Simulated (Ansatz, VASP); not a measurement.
# Ni in VASP and in Ansatz

Contents of INCAR:

```
SYSTEM = Ni
ALGO = Normal ; EDIFF = 1E-7
EDIFFG = -0.005 ; ENCUT = 600
GGA = PE ; IBRION = 2
ISIF = 3 ; ISMEAR = -1
ISPIN = 2 ; IVDW = 12
LASPH = .TRUE. ; LCHARG = .FALSE.
LMAXMIX = 4 ; LORBIT = 11
LREAL = .FALSE. ; LWAVE = .FALSE.
MAGMOM = 1 ; NELM = 150
NSW = 80 ; PREC = Accurate
SIGMA = 0.05
```

File KPOINTS:

```
k-points
0
G
  13 13 13
  0 0 0
```

Contents of POSCAR:

```
Ni
1.0
    0.0000000000      1.7375729330      1.7375729330
    1.7375729330      0.0000000000      1.7375729330
    1.7375729330      1.7375729330      0.0000000000
Ni
1
Direct
    0.0000000000      0.0000000000      0.0000000000
```

The input input.yaml:

```yaml
crystal:
  lattice:
    - [0.0, 1.737572933, 1.737572933]
    - [1.737572933, 0.0, 1.737572933]
    - [1.737572933, 1.737572933, 0.0]
  atoms:
    - { symbol: Ni, position: [0.0, 0.0, 0.0], spin: 1.0 }
kpoints:
  mp_grid: { grid: [13, 13, 13] }
scf:
  occupations: { method: fermi_dirac, width: 0.05 }
hamiltonian:
  xc: pbe
  dispersion: d3bj
  pseudopotentials: { kind: all_electron, lapw: { basis_error: 0.001 } }
magnetization:
  spin_polarized: true
output:
  forces: true
  stress: true
relax:
  f_tol: 0.005
  max_steps: 60
  cell: {}
```

Alike in both runs: task relaxation of cell and atoms; functional PBE; dispersion D3(BJ); k mesh 13 × 13 × 13; occupations fermi-dirac, width 0.05 eV; collinear spin.

```csv
,VASP,Ansatz
version,VASP 6.6.1,Ansatz 0.2.0
potentials or method,"VASP PAW PBE potentials, release 64 (Ni), cutoff 600 eV","all-electron LAPW, scalar-relativistic"
```

VASP gave:

```
net moment per atom (μB)                                                      : 0.62
size of the moment on the site where the two differ most (μB)                 : 0.63
relaxed volume (Å³/atom)                                                      : 10.51
relaxed length of the cell vector where the two differ most in proportion (Å) : 2.458
```

Question: What did Ansatz give for the same quantities?

Answer: net moment per atom (μB): 0.63; size of the moment on the site where the two differ most (μB): 0.66; relaxed volume (Å³/atom): 10.52; relaxed length of the cell vector where the two differ most in proportion (Å): 2.459.

Site moments also hang on the region over which each program counts them. Ansatz ran all-electron here, and VASP with PAW potentials.
